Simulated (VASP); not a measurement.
# Ta (P6_3/mmc) in VASP: further runs

The runs below take Ta through single point, with LDA.

All numbers are computed with VASP 6.6.1; they aren't measurements. Logs are shortened: lines on timing, memory, paths and dates and some standing lists are left out, and cuts for length are marked.

### 1 The cell of the first run

It takes space group P6_3/mmc (No. 194, hexagonal). The conventional cell has a = 2.836 Å, b = 2.836 Å, c = 5.076 Å, α = 90.00°, β = 90.00°, γ = 120.00°. Ta (site symmetry -6m2) has 12 Ta at 2.84 to 3.02 Å within 3.7 Å.

### 2 Single point, LDA

INCAR reads:

```
SYSTEM = Ta
  ALGO = Normal
  EDIFF = 1E-6
  ENCUT = 520
  ISIF = 2
  ISMEAR = -1
  LASPH = .TRUE.
  LCHARG = .FALSE.
  LREAL = .FALSE.
  LWAVE = .FALSE.
  NBANDS = 18
  NELM = 80
  PREC = Accurate
  SIGMA = 0.1
```

KPOINTS reads:

```
k-points
0
G
  12 12 7
  0 0 0
```

POSCAR reads:

```
Ta
1.0
    2.8355540233      0.0000000000      0.0000000000
   -1.4177770117      2.4556618179      0.0000000000
    0.0000000000      0.0000000000      5.0757797665
Ta
2
Direct
    0.3333333333      0.6666666667      0.2500000000
    0.6666666667      0.3333333333      0.7500000000
```

Potentials or basis: VASP PAW LDA potentials, release 64 (Ta_pv).

Run with:

```
> cat potpaw_LDA.64/Ta_pv/POTCAR > POTCAR
> mpirun -np 1 vasp_std > vasp.out
```

OUTCAR:

```text
SYSTEM = Ta
   EDIFF = 1E-6
   ENCUT = 520
   ISIF = 2
   ISMEAR = -1
   LASPH = .TRUE.
   LREAL = .FALSE.
   NELM = 80
   PREC = Accurate

 ion  position               nearest neighbor table
   1  0.333  0.667  0.250-   2 3.02   2 3.02   2 3.02   2 3.02   2 3.02   2 3.02
   2  0.667  0.333  0.750-   1 3.02   1 3.02   1 3.02   1 3.02   1 3.02   1 3.02

  LATTYP: Found a hexagonal cell.
 ALAT       =     2.8355540233
 C/A-ratio  =     1.7900486906

  Lattice vectors:

 A1 = (   2.8355540233,   0.0000000000,   0.0000000000)
 A2 = (  -1.4177770117,   2.4556618179,   0.0000000000)
 A3 = (   0.0000000000,   0.0000000000,   5.0757797665)

Analysis of symmetry for initial positions (statically):
=====================================================================
 Subroutine PRICEL returns:
 Original cell was already a primitive cell.

 Routine SETGRP: Setting up the symmetry group for a
 hexagonal supercell.

 Subroutine GETGRP returns: Found 24 space group operations
 (whereof 12 operations were pure point group operations)
 out of a pool of 24 trial point group operations.

The static configuration has the point symmetry D_3d.
 The point group associated with its full space group is D_6h.

Analysis of symmetry for dynamics (positions and initial velocities):
=====================================================================
 Subroutine PRICEL returns:
 Original cell was already a primitive cell.

 Routine SETGRP: Setting up the symmetry group for a
 hexagonal supercell.

 Subroutine GETGRP returns: Found 24 space group operations
 (whereof 12 operations were pure point group operations)
 out of a pool of 24 trial point group operations.

The dynamic configuration has the point symmetry D_3d.
 The point group associated with its full space group is D_6h.

 Subroutine INISYM returns: Found 24 space group operations
 (whereof 12 operations are pure point group operations),
 and found     1 'primitive' translations

----------------------------------------------------------------------------------------

                                     Primitive cell

  volume of cell :      35.3435

  direct lattice vectors                    reciprocal lattice vectors
     2.835554023  0.000000000  0.000000000     0.352664767  0.203611098  0.000000000
    -1.417777012  2.455661818  0.000000000     0.000000000  0.407222197  0.000000000
     0.000000000  0.000000000  5.075779767     0.000000000  0.000000000  0.197014064
[... 76 lines left out ...]
   ISTART =      0    job   : 0-new  1-cont  2-samecut
   ICHARG =      2    charge: 1-file 2-atom 10-const
   ISPIN  =      1    spin polarized calculation?
   LNONCOLLINEAR =      F non collinear calculations
   LSORBIT =      F    spin-orbit coupling
   LASPH  =      T    aspherical Exc in radial PAW
   ENCUT  =  520.0 eV  38.22 Ry    6.18 a.u.   5.27  5.27  9.44*2*pi/ulx,y,z
   NELM   =     80;   NELMIN=  2; NELMDL= -5     # of ELM steps
   EDIFF  = 0.1E-05   stopping-criterion for ELM
   LREAL  =      F    real-space projection
   EDIFFG = 0.1E-04   stopping-criterion for IOM
   NSW    =      0    number of steps for IOM
   IBRION =     -1    ionic relax: 0-MD 1-quasi-New 2-CG
   NFREE  =      0    steps in history (QN), initial steepest desc. (CG)
   ISIF   =      2    stress and relaxation
   ISYM   =      2    0-nonsym 1-usesym 2-fastsym
   POTIM  = 0.5000    time-step for ionic-motion
   TEBEG  =    0.0;   TEEND  =   0.0 temperature during run
   PSTRESS=    0.0 pullay stress
   NELECT =      22.0000    total number of electrons
   NUPDOWN=      -1.0000    fix difference up-down
   EMIN   =  10.00;   EMAX   =-10.00  energy-range for DOS
   EFERMI =   0.00;   METHOD = LEGACY
   ISMEAR =    -1;   SIGMA  =   0.10  broadening in eV -4-tet -1-fermi 0-gaus
   EFERMI_NEDOS =   21; number of points for ismear=-14 and -15
   IALGO  =     38    algorithm
   IMIX   =      4    mixing-type and parameters
     AMIX     =   0.40;   BMIX     =  1.00
     AMIX_MAG =   1.60;   BMIX_MAG =  1.00
  volume/ion in A,a.u.               =      17.67       119.25
  Fermi-wavevector in a.u.,A,eV,Ry     =   1.397803  2.641465 26.583788  1.953853
  Thomas-Fermi vector in A             =   2.521023
   LORBIT       =      0    0 simple, 1 ext, 2 COOP (PROOUT), +10 PAW based schemes
   GGA     = CA    functional components
   LHFCALC =     F    Hartree Fock is set to
   AEXX    =    0.0000 exact exchange contribution
   IVDW    =     0    specifies the selected vdW correction
   LEPSILON=     F    determine dielectric tensor
   LRPA    =     F    only Hartree local field effects (RPA)
 non-spin polarized calculation
  energy-cutoff  :      520.00
  volume of cell :       35.34
 maximum number of plane-waves:       968
 NGX is ok and might be reduce to    24
   NGX = 11   NGY = 11   NGZ = 19

 number of electron      21.9999999 magnetization

 Free energy of the ion-electron system (eV)
  ---------------------------------------------------
  ext. energy  EPLUGINS =         0.00000000
  ---------------------------------------------------
  free energy    TOTEN  =       -25.09098950 eV

  energy without entropy =      -25.01850517  energy(sigma->0) =      -25.05474734

 E-fermi :   5.9853     XC(G=0): -12.8796

 val. band max:        5.9518995651   @ k =   0.2500   0.0000   0.4286
 cond. band min:       5.9929919495   @ k =   0.4167   0.1667   0.0000
 fundamental gap:      0.0410923844
 Fermi energy:         5.9852574048

 k-point     1 :       0.0000    0.0000    0.0000
  band No.  band energies     occupation
      1     -28.3982      2.00000
      2     -27.3855      2.00000
      3     -27.2352      2.00000
      4     -27.2352      2.00000
      5     -27.1361      2.00000
      6     -27.1361      2.00000
[... 481 lines left out ...]
      5     -27.4737      2.00000
      6     -27.3362      2.00000
[... 10 lines left out ...]
     17      11.7939      0.00000
     18      13.7628      0.00000

 [... further k-points ...]
[... 5 lines left out ...]
  --------------------------------------------------------------------------------------
  -------------------------------------------------------------------------------------
  Total        0.1683710      0.1683710      0.1793803     -0.0000000      0.0000000      0.0000000
  in kB        7.6325300      7.6325300      8.1316021     -0.0000000      0.0000000      0.0000000
  external PRESSURE =       7.7988873 kB  Pullay stress =       0.0000000 kB

 VOLUME and BASIS-vectors are now :
 -----------------------------------------------------------------------------
  energy-cutoff  :      520.00
  volume of cell :       35.34
      direct lattice vectors                 reciprocal lattice vectors
     2.835554023  0.000000000  0.000000000     0.352664767  0.203611098  0.000000000
    -1.417777012  2.455661818  0.000000000     0.000000000  0.407222197  0.000000000
     0.000000000  0.000000000  5.075779767     0.000000000  0.000000000  0.197014064

 POSITION                                       TOTAL-FORCE (eV/Angst)
 -----------------------------------------------------------------------------------
     -0.00000      1.63711      1.26894        -0.000000      0.000000      0.000000
      1.41778      0.81855      3.80683         0.000000      0.000000      0.000000
 -----------------------------------------------------------------------------------
    total drift:                               -0.000000      0.000000     -0.000000

  FREE ENERGIE OF THE ION-ELECTRON SYSTEM (eV)
  ---------------------------------------------------
  free  energy   TOTEN  =       -25.0909895046 eV

  energy  without entropy=      -25.0185051659  energy(sigma->0) =      -25.05474734
```

stdout:

```text
POSCAR found type information on POSCAR Ta
 POSCAR found :  1 types and       2 ions
 scaLAPACK will be used
 LDA part: xc-table for (Slater(with rela. corr.)+CA(PZ))
 , standard interpolation
 POSCAR, INCAR and KPOINTS ok, starting setup
 FFT: planning ... GRIDC
 FFT: planning ... GRID_SOFT
 FFT: planning ... GRID
 WAVECAR not read
 entering main loop
```

Run time: 21 s. Hardware: 1 thread of AMD EPYC 9R45 (Zen 5), shared host; peak memory 0.13 GiB.

Results:

```
Free energy            : -25.0910 eV
Pressure               : 0.8 GPa
Band gap on the k mesh : zero (band 11 reaches 7.38 eV, above the bottom of band 12 at 5.34 eV)
```

Levels at points of the mesh, in eV from the Fermi level:
```tsv
k point	band 8	band 9	band 10	band 11	band 12	band 13	band 14	band 15
(0.00, 0.00, 0.00)	-5.10	-0.74	0.18	0.56	0.56	1.16	1.16	3.13
(0.50, 0.00, 0.00)	-4.14	-3.62	-0.44	-0.22	0.52	0.84	5.86	6.93
```

Caveat: spin-orbit coupling is left out, which moves the levels of the heavy elements.

### 3 Single point, LDA (volume scaled by 0.88)

INCAR reads:

```
SYSTEM = Ta
PREC = Accurate
ENCUT = 520
EDIFF = 1E-7
ISMEAR = -1
SIGMA = 0.1
LREAL = .False.
LASPH = .True.
NELM = 60
ALGO = Normal
ISIF = 2
LWAVE = .False.
LCHARG = .True.
LELF = .True.
LVHAR = .True.
NBANDS = 18
```

KPOINTS reads:

```
regular mesh
0
Gamma
  14 14 7
  0 0 0
```

POSCAR reads:

```
Ta
1.0
    2.7172659706      0.0000000000      0.0000000000
   -1.3586329853      2.3532213593      0.0000000000
    0.0000000000      0.0000000000      4.8640383926
Ta
2
Direct
    0.3333333333      0.6666666667      0.2500000000
    0.6666666667      0.3333333333      0.7500000000
```

Potentials or basis: VASP PAW LDA potentials, release 64 (Ta_pv).

Run with:

```
> cat potpaw_LDA.64/Ta_pv/POTCAR > POTCAR
> mpirun -np 1 vasp_std > vasp.out
```

Run time: 22 s. Hardware: 1 thread of AMD EPYC 9R45 (Zen 5), shared host; peak memory 0.12 GiB.

It converged, with:

| Property | Result |
| --- | --- |
| Free energy | -24.6394 eV |
| Pressure | 35.6 GPa |
| Band gap on the k mesh | zero (band 11 reaches 9.01 eV, above the bottom of band 12 at 6.42 eV) |

Stress tensor (GPa, compression positive):
```
36.74  0.00  0.00
 0.00 36.74  0.00
 0.00  0.00 33.22
```

Levels at points of the mesh, in eV from the Fermi level:
| k point | band 8 | band 9 | band 10 | band 11 | band 12 | band 13 | band 14 | band 15 |
| --- | --- | --- | --- | --- | --- | --- | --- | --- |
| (0.00, 0.00, 0.00) | -5.58 | -1.01 | 0.49 | 0.49 | 0.70 | 1.21 | 1.21 | 3.52 |
| (0.50, 0.00, 0.00) | -4.68 | -4.34 | -0.54 | 0.12 | 0.63 | 0.79 | 6.83 | 8.09 |

Caveat: spin-orbit coupling is left out, which moves the levels of the heavy elements.

### 4 Single point, LDA (volume scaled by 0.92)

INCAR reads:

```
SYSTEM = Ta
PREC     = Accurate       ! precision mode
ENCUT    = 520            ! plane-wave cutoff, eV
EDIFF    = 1E-6           ! SCF threshold, eV
ISMEAR   = -1             ! smearing method
SIGMA    = 0.1            ! smearing width, eV
LREAL    = .FALSE.        ! projectors in reciprocal space
LASPH    = .TRUE.         ! aspherical terms in the spheres
NELM     = 60             ! most SCF steps
ALGO     = Normal         ! electronic algorithm
ISIF     = 2              ! what is computed and relaxed
LWAVE    = .FALSE.        ! write WAVECAR
LCHARG   = .FALSE.        ! write CHGCAR
GGA      = CA             ! functional
NBANDS   = 18             ! bands
```

KPOINTS reads:

```
regular mesh
0
G
  14 14 7
  0 0 0
```

POSCAR reads:

```
Ta
1.0
    2.7578281592      0.0000000000      0.0000000000
   -1.3789140796      2.3883492451      0.0000000000
    0.0000000000      0.0000000000      4.9366466852
Ta
2
Direct
    0.3333333333      0.6666666667      0.2500000000
    0.6666666667      0.3333333333      0.7500000000
```

Run with:

```
> cat potpaw_LDA.64/Ta_pv/POTCAR > POTCAR
> mpirun -np 1 vasp_std > vasp.out
```

It took 28 s on 1 thread of AMD EPYC 9R45 (Zen 5), shared host; peak memory 0.14 GiB.

It converged, with:

```yaml
Free_energy: -24.8910 eV
Pressure: 21.8 GPa
Band_gap_on_the_k_mesh: zero (band 11 reaches 8.41 eV, above the bottom of band 12 at 6.06 eV)
```

Stress tensor (GPa, compression positive):
```
22.66  0.00  0.00
 0.00 22.66  0.00
 0.00  0.00 20.01
```

Levels at points of the mesh, in eV from the Fermi level:
```csv
k point,band 7,band 8,band 9,band 10,band 11,band 12,band 13,band 14,band 15,band 16
"(0.00, 0.00, 0.00)",-8.64,-5.40,-0.90,0.50,0.53,0.53,1.20,1.20,3.39,3.39
"(0.50, 0.00, 0.00)",-4.60,-4.50,-4.07,-0.50,0.00,0.60,0.82,6.49,7.68,8.05
```

Caveat: spin-orbit coupling is left out, which moves the levels of the heavy elements.

(Part 1 of 2 ends here.)
